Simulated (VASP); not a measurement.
# LaYbBi2O4 (P4/mmm) in VASP: single point with r2SCAN+U

Aim: the single point of LaYbBi2O4 with r2SCAN+U.

All numbers are computed with VASP 6.6.1; they aren't measurements. Logs are shortened: lines on timing, memory, paths and dates and some standing lists are left out, and cuts for length are marked.

## (1) The cell of the first run

Symmetry: P4/mmm, No. 123, tetragonal system. Conventional cell: a = 3.912 Å, b = 3.912 Å, c = 9.252 Å, α = 90.00°, β = 90.00°, γ = 90.00°. Bi (site symmetry 4mm) has 4 O at 2.24 Å within 3.0 Å. Within 3.0 Å of O (site symmetry 2mm) lie 2 Bi at 2.24 Å and 2 La at 2.41 Å and 5 O at 2.77 to 2.83 Å. La (site symmetry 4/mmm) has 8 O at 2.41 Å within 3.2 Å. Within 4.7 Å of Yb (site symmetry 4/mmm) lie 8 Bi at 3.48 Å and 8 O at 3.76 Å and 4 Yb at 3.91 Å and 2 La at 4.63 Å.

## (2) Single point, r2SCAN+U

Input file POSCAR:

```
LaYbBi2O4
1.0
    3.9117300000      0.0000000000      0.0000000000
    0.0000000000      3.9117300000      0.0000000000
    0.0000000000      0.0000000000      9.2515530000
Bi O La Yb
2 4 1 1
Direct
    0.5000000000      0.5000000000      0.7284000000
    0.5000000000      0.5000000000      0.2716000000
    0.5000000000      0.0000000000      0.8470000000
    0.0000000000      0.5000000000      0.8470000000
    0.5000000000      0.0000000000      0.1530000000
    0.0000000000      0.5000000000      0.1530000000
    0.0000000000      0.0000000000      0.0000000000
    0.0000000000      0.0000000000      0.5000000000
```

Input file INCAR.step1:

```
SYSTEM = LaYbBi2O4
PREC     = Accurate       ! precision mode
ENCUT    = 800            ! plane-wave cutoff, eV
ISMEAR   = 0              ! smearing method
SIGMA    = 0.011          ! smearing width, eV
LREAL    = .False.        ! projectors in reciprocal space
LASPH    = .True.         ! aspherical terms in the spheres
NELM     = 200            ! most SCF steps
LMAXMIX  = 6              ! l up to which the mixer works
LDAU     = .True.         ! DFT+U
LDAUTYPE = 2            
LDAUL    = -1 1 2 -1      ! shell
LDAUU    = 0 3.54 6.93 0  ! U, eV
LDAUJ    = 0 0 0 0      
NBANDS   = 54             ! bands
GGA      = PE             ! functional
ALGO     = Normal         ! electronic algorithm
EDIFF    = 1E-5           ! SCF threshold, eV
LWAVE    = .True.         ! write WAVECAR
LCHARG   = .False.        ! write CHGCAR
GGA_COMPAT= .False.
```

Input file INCAR.step2:

```
SYSTEM = LaYbBi2O4
PREC     = Accurate       ! precision mode
ENCUT    = 800            ! plane-wave cutoff, eV
EDIFF    = 1E-6           ! SCF threshold, eV
ISMEAR   = 0              ! smearing method
SIGMA    = 0.011          ! smearing width, eV
LREAL    = .False.        ! projectors in reciprocal space
LASPH    = .True.         ! aspherical terms in the spheres
NELM     = 200            ! most SCF steps
ALGO     = Normal         ! electronic algorithm
ISIF     = 2              ! what is computed and relaxed
LWAVE    = .False.        ! write WAVECAR
LCHARG   = .True.         ! write CHGCAR
LMAXMIX  = 6              ! l up to which the mixer works
LDAU     = .True.         ! DFT+U
LDAUTYPE = 2            
LDAUL    = -1 1 2 -1      ! shell
LDAUU    = 0 3.54 6.93 0  ! U, eV
LDAUJ    = 0 0 0 0      
LDAUPRINT= 1            
METAGGA  = R2SCAN         ! meta-GGA
LMIXTAU  = .True.       
LELF     = .True.         ! ELF
LVHAR    = .True.       
NBANDS   = 54             ! bands
ISTART   = 1            
GGA_COMPAT= .False.
```

Input file KPOINTS:

```
regular mesh
0
Gamma
  6 6 3
  0 0 0
```

Potentials or basis: VASP PAW PBE potentials, release 64 (Bi_d, O, La, Yb).

Started as:

```console
$ cat potpaw_PBE.64/Bi_d/POTCAR potpaw_PBE.64/O/POTCAR potpaw_PBE.64/La/POTCAR potpaw_PBE.64/Yb/POTCAR > POTCAR
$ cp INCAR.step1 INCAR
$ mpirun -np 1 vasp_std > vasp.out
$ cp INCAR.step2 INCAR
$ mpirun -np 1 vasp_std > vasp.out
```

OUTCAR:

```text
SYSTEM = LaYbBi2O4
   PREC = Accurate
   ENCUT = 800
   EDIFF = 1E-6
   ISMEAR = 0
   LREAL = .False.
   LASPH = .True.
   NELM = 200
   ISIF = 2
   METAGGA = R2SCAN
   ISTART = 1

 ion  position               nearest neighbor table
   1  0.500  0.500  0.728-   3 2.24   4 2.24   3 2.24   4 2.24   8 3.48   8 3.48   8 3.48   8 3.48
                             7 3.74   7 3.74   7 3.74   7 3.74
   2  0.500  0.500  0.272-   5 2.24   6 2.24   5 2.24   6 2.24   8 3.48   8 3.48   8 3.48   8 3.48
                             7 3.74   7 3.74   7 3.74   7 3.74
   3  0.500  0.000  0.847-   1 2.24   1 2.24   7 2.41   7 2.41
   4  0.000  0.500  0.847-   1 2.24   1 2.24   7 2.41   7 2.41
   5  0.500  0.000  0.153-   2 2.24   2 2.24   7 2.41   7 2.41
   6  0.000  0.500  0.153-   2 2.24   2 2.24   7 2.41   7 2.41
   7  0.000  0.000  0.000-   3 2.41   4 2.41   5 2.41   6 2.41   4 2.41   6 2.41   3 2.41   5 2.41
                             1 3.74   2 3.74   1 3.74   2 3.74   1 3.74   2 3.74   1 3.74   2 3.74
   8  0.000  0.000  0.500-   1 3.48   2 3.48   1 3.48   2 3.48   1 3.48   2 3.48   1 3.48   2 3.48

  LATTYP: Found a simple tetragonal cell.
 ALAT       =     3.9117300000
 C/A-ratio  =     2.3650796451

  Lattice vectors:

 A1 = (   3.9117300000,   0.0000000000,   0.0000000000)
 A2 = (   0.0000000000,   3.9117300000,   0.0000000000)
 A3 = (   0.0000000000,   0.0000000000,   9.2515530000)

Analysis of symmetry for initial positions (statically):
=====================================================================
 Subroutine PRICEL returns:
 Original cell was already a primitive cell.

 Routine SETGRP: Setting up the symmetry group for a
 simple tetragonal supercell.

 Subroutine GETGRP returns: Found 16 space group operations
 (whereof 16 operations were pure point group operations)
 out of a pool of 16 trial point group operations.

The static configuration has the point symmetry D_4h.

Analysis of symmetry for dynamics (positions and initial velocities):
=====================================================================
 Subroutine PRICEL returns:
 Original cell was already a primitive cell.

 Routine SETGRP: Setting up the symmetry group for a
 simple tetragonal supercell.

 Subroutine GETGRP returns: Found 16 space group operations
 (whereof 16 operations were pure point group operations)
 out of a pool of 16 trial point group operations.

The dynamic configuration has the point symmetry D_4h.

 Subroutine INISYM returns: Found 16 space group operations
 (whereof 16 operations are pure point group operations),
 and found     1 'primitive' translations

----------------------------------------------------------------------------------------

                                     Primitive cell

  volume of cell :     141.5639

  direct lattice vectors                    reciprocal lattice vectors
     3.911730000  0.000000000  0.000000000     0.255641366  0.000000000  0.000000000
     0.000000000  3.911730000  0.000000000     0.000000000  0.255641366  0.000000000
     0.000000000  0.000000000  9.251553000     0.000000000  0.000000000  0.108089961

  length of vectors
     3.911730000  3.911730000  9.251553000     0.255641366  0.255641366  0.108089961

  position of ions in fractional coordinates (direct lattice)
     0.500000000  0.500000000  0.728400000
     0.500000000  0.500000000  0.271600000
     0.500000000  0.000000000  0.847000000
     0.000000000  0.500000000  0.847000000
     0.500000000  0.000000000  0.153000000
     0.000000000  0.500000000  0.153000000
     0.000000000  0.000000000  0.000000000
     0.000000000  0.000000000  0.500000000

  ion indices of the primitive-cell ions
[... 70 lines left out ...]
   ISPIN  =      1    spin polarized calculation?
   LNONCOLLINEAR =      F non collinear calculations
   LSORBIT =      F    spin-orbit coupling
   LASPH  =      T    aspherical Exc in radial PAW
   ENCUT  =  800.0 eV  58.80 Ry    7.67 a.u.   9.02  9.02 21.34*2*pi/ulx,y,z
   NELM   =    200;   NELMIN=  2; NELMDL=  0     # of ELM steps
   EDIFF  = 0.1E-05   stopping-criterion for ELM
   LREAL  =      F    real-space projection
   EDIFFG = 0.1E-04   stopping-criterion for IOM
   NSW    =      0    number of steps for IOM
   IBRION =     -1    ionic relax: 0-MD 1-quasi-New 2-CG
   NFREE  =      0    steps in history (QN), initial steepest desc. (CG)
   ISIF   =      2    stress and relaxation
   ISYM   =      2    0-nonsym 1-usesym 2-fastsym
   POTIM  = 0.5000    time-step for ionic-motion
   TEBEG  =    0.0;   TEEND  =   0.0 temperature during run
   PSTRESS=    0.0 pullay stress
   NELECT =      89.0000    total number of electrons
   NUPDOWN=      -1.0000    fix difference up-down
   EMIN   =  10.00;   EMAX   =-10.00  energy-range for DOS
   EFERMI =   0.00;   METHOD = LEGACY
   ISMEAR =     0;   SIGMA  =   0.01  broadening in eV -4-tet -1-fermi 0-gaus
   EFERMI_NEDOS =   21; number of points for ismear=-14 and -15
   IALGO  =     38    algorithm
   IMIX   =      4    mixing-type and parameters
     AMIX     =   0.40;   BMIX     =  1.00
     AMIX_MAG =   1.60;   BMIX_MAG =  1.00
  volume/ion in A,a.u.               =      17.70       119.42
  Fermi-wavevector in a.u.,A,eV,Ry     =   1.402450  2.650246 26.760835  1.966866
  Thomas-Fermi vector in A             =   2.525210
   LORBIT       =      0    0 simple, 1 ext, 2 COOP (PROOUT), +10 PAW based schemes
 LDA+U is selected, type is set to LDAUTYPE =  2
   angular momentum for each species LDAUL =    -1    1    2   -1
   U (eV)           for each species LDAUU =   0.0  3.5  6.9  0.0
   J (eV)           for each species LDAUJ =   0.0  0.0  0.0  0.0
   METAGGA = R2SCAN    functional components
   LHFCALC =     F    Hartree Fock is set to
   AEXX    =    0.0000 exact exchange contribution
   IVDW    =     0    specifies the selected vdW correction
   LEPSILON=     F    determine dielectric tensor
   LRPA    =     F    only Hartree local field effects (RPA)
 non-spin polarized calculation
 Gauss-broadening in eV      SIGMA  =   0.01
  energy-cutoff  :      800.00
  volume of cell :      141.56
 maximum number of plane-waves:      7344
   NGX = 19   NGY = 19   NGZ = 43

atom =   7  type =  3  l = 2

 onsite density matrix

spin component  1

  0.0152 -0.0000  0.0000 -0.0000 -0.0000
 -0.0000  0.0659 -0.0000  0.0000 -0.0000
  0.0000 -0.0000  0.0216  0.0000  0.0000
 -0.0000  0.0000  0.0000  0.0659 -0.0000
 -0.0000 -0.0000  0.0000 -0.0000  0.0640

spin component  2

  0.0152 -0.0000  0.0000 -0.0000 -0.0000
 -0.0000  0.0659 -0.0000  0.0000 -0.0000
  0.0000 -0.0000  0.0216  0.0000  0.0000
 -0.0000  0.0000  0.0000  0.0659 -0.0000
 -0.0000 -0.0000  0.0000 -0.0000  0.0640

 occupancies and eigenvectors

  o =  0.0152  v =  1.0000  0.0000  0.0000  0.0000  0.0000  0.0000  0.0000  0.0000  0.0000  0.0000      0.0000  0.0000  0.0000  0.0000  0.0000  0.0000  0.0000  0.0000  0.0000  0.0000
  o =  0.0152  v =  0.0000  0.0000  0.0000  0.0000  0.0000  1.0000  0.0000  0.0000  0.0000  0.0000      0.0000  0.0000  0.0000  0.0000  0.0000  0.0000  0.0000  0.0000  0.0000  0.0000
  o =  0.0216  v =  0.0000  0.0000  1.0000 -0.0000  0.0000  0.0000  0.0000  0.0000  0.0000  0.0000      0.0000  0.0000  0.0000  0.0000  0.0000  0.0000  0.0000  0.0000  0.0000  0.0000
  o =  0.0216  v =  0.0000  0.0000  0.0000  0.0000  0.0000  0.0000  0.0000  1.0000 -0.0000  0.0000      0.0000  0.0000  0.0000  0.0000  0.0000  0.0000  0.0000  0.0000  0.0000  0.0000
  o =  0.0640  v =  0.0000  0.0000 -0.0000  0.0000  1.0000  0.0000  0.0000  0.0000  0.0000  0.0000      0.0000  0.0000  0.0000  0.0000  0.0000  0.0000  0.0000  0.0000  0.0000  0.0000
  o =  0.0640  v =  0.0000  0.0000  0.0000  0.0000  0.0000  0.0000  0.0000 -0.0000  0.0000  1.0000      0.0000  0.0000  0.0000  0.0000  0.0000  0.0000  0.0000  0.0000  0.0000  0.0000
  o =  0.0659  v =  0.0000 -0.3582 -0.0000 -0.9336  0.0000  0.0000  0.0000  0.0000  0.0000  0.0000      0.0000  0.0000  0.0000  0.0000  0.0000  0.0000  0.0000  0.0000  0.0000  0.0000
  o =  0.0659  v =  0.0000  0.0000  0.0000  0.0000  0.0000  0.0000 -0.3582 -0.0000 -0.9336  0.0000      0.0000  0.0000  0.0000  0.0000  0.0000  0.0000  0.0000  0.0000  0.0000  0.0000
  o =  0.0659  v =  0.0000 -0.9336  0.0000  0.3582  0.0000  0.0000  0.0000  0.0000  0.0000  0.0000      0.0000  0.0000  0.0000  0.0000  0.0000  0.0000  0.0000  0.0000  0.0000  0.0000
  o =  0.0659  v =  0.0000  0.0000  0.0000  0.0000  0.0000  0.0000 -0.9336  0.0000  0.3582  0.0000      0.0000  0.0000  0.0000  0.0000  0.0000  0.0000  0.0000  0.0000  0.0000  0.0000

 number of electron      89.0000011 magnetization

 Free energy of the ion-electron system (eV)
  ---------------------------------------------------
  ext. energy  EPLUGINS =         0.00000000
  ---------------------------------------------------
  free energy    TOTEN  =      -206.92245868 eV

  energy without entropy =     -206.92178896  energy(sigma->0) =     -206.92212382

 E-fermi :   7.8740     XC(G=0): -11.3956

 val. band max:        7.8735688988   @ k =   0.5000   0.3333   0.0000
 cond. band min:       7.8974289085   @ k =   0.0000   0.0000   0.0000
 fundamental gap:      0.0238600097
 Fermi energy:         7.8740031178

 k-point     1 :       0.0000    0.0000    0.0000
  band No.  band energies     occupation
      1     -46.0114      2.00000
      2     -25.3477      2.00000
      3     -17.9522      2.00000
      4     -17.7169      2.00000
      5     -17.7169      2.00000
      6     -17.2917      2.00000
[... 1129 lines left out ...]
     53      11.3933      0.00000
     54      11.5753      0.00000

------------------------ aborting loop because EDIFF is reached ----------------------------------------

  FORCE on cell =-STRESS in cart. coord.  units (eV):
  Direction    XX          YY          ZZ          XY          YZ          ZX
  --------------------------------------------------------------------------------------
  -------------------------------------------------------------------------------------
  Total       12.3751303     12.3751303     11.3947299      0.0000000      0.0000000     -0.0000000
  in kB      140.0580197    140.0580197    128.9621406      0.0000000      0.0000000     -0.0000000
  external PRESSURE =     136.3593934 kB  Pullay stress =       0.0000000 kB

 VOLUME and BASIS-vectors are now :
 -----------------------------------------------------------------------------
  energy-cutoff  :      800.00
  volume of cell :      141.56
      direct lattice vectors                 reciprocal lattice vectors
     3.911730000  0.000000000  0.000000000     0.255641366  0.000000000  0.000000000
     0.000000000  3.911730000  0.000000000     0.000000000  0.255641366  0.000000000
     0.000000000  0.000000000  9.251553000     0.000000000  0.000000000  0.108089961

 POSITION                                       TOTAL-FORCE (eV/Angst)
 -----------------------------------------------------------------------------------
      1.95586      1.95586      6.73883        -0.000000     -0.000000     -0.704190
      1.95586      1.95586      2.51272        -0.000000     -0.000000      0.704190
      1.95586      0.00000      7.83607         0.000000      0.000000     -1.031305
      0.00000      1.95586      7.83607         0.000000      0.000000     -1.031305
      1.95586      0.00000      1.41549         0.000000      0.000000      1.031305
      0.00000      1.95586      1.41549         0.000000      0.000000      1.031305
      0.00000      0.00000      0.00000         0.000000      0.000000      0.000000
      0.00000      0.00000      4.62578         0.000000      0.000000      0.000000
 -----------------------------------------------------------------------------------
    total drift:                               -0.000000      0.000000      0.000000

  FREE ENERGIE OF THE ION-ELECTRON SYSTEM (eV)
  ---------------------------------------------------
  free  energy   TOTEN  =      -206.9224586765 eV

  energy  without entropy=     -206.9217889633  energy(sigma->0) =     -206.92212382
```

It took 2.2 h on 1 thread of Intel Xeon Platinum 8488C (Sapphire Rapids), shared host; peak memory 0.61 GiB.

What came out:

| Property | Result |
| --- | --- |
| Free energy | -206.9225 eV |
| Pressure | 13.6 GPa |
| Largest force | 1.031 eV/Å |
| Band gap on the k mesh | zero (an odd number of electrons rules out a gap without spin polarisation) |

Forces on the atoms (eV/Å):
```
Bi   0.000  0.000 -0.704
Bi   0.000  0.000  0.704
O    0.000  0.000 -1.031
O    0.000  0.000 -1.031
O    0.000  0.000  1.031
O    0.000  0.000  1.031
La   0.000  0.000  0.000
Yb   0.000  0.000  0.000
```

Levels at points of the mesh, in eV from the Fermi level:
| k point | band 43 | band 44 | band 45 | band 46 | band 47 | band 48 |
| --- | --- | --- | --- | --- | --- | --- |
| (0.00, 0.00, 0.00) | -0.71 | -0.71 | 0.02 | 0.27 | 1.57 | 1.57 |
| (0.50, 0.00, 0.00) | -0.69 | -0.65 | 0.68 | 0.81 | 1.24 | 1.64 |
| (0.50, 0.50, 0.00) | -0.68 | -0.22 | -0.22 | -0.21 | -0.21 | 0.66 |

Eigenvalues of the final occupation matrices:
```
    site  spin  trace               eigenvalues
site 7 d     1   0.23  0.02 0.02 0.06 0.07 0.07
site 7 d     2   0.23  0.02 0.02 0.06 0.07 0.07
```

Caveat: the cell stands under pressure; the PAW data sets were made with another functional, which shifts forces and pressure a little; spin-orbit coupling is left out, which moves the levels of the heavy elements; an odd number of electrons without spin polarisation forces a metal; a magnetic or distorted state may lie lower; U without spin polarisation on a metal has little footing. Spin polarisation is off, so any magnetic state and its effect on volume and gap are missing.

The gap in the log of VASP goes by the Fermi energy; the results here count the filled bands.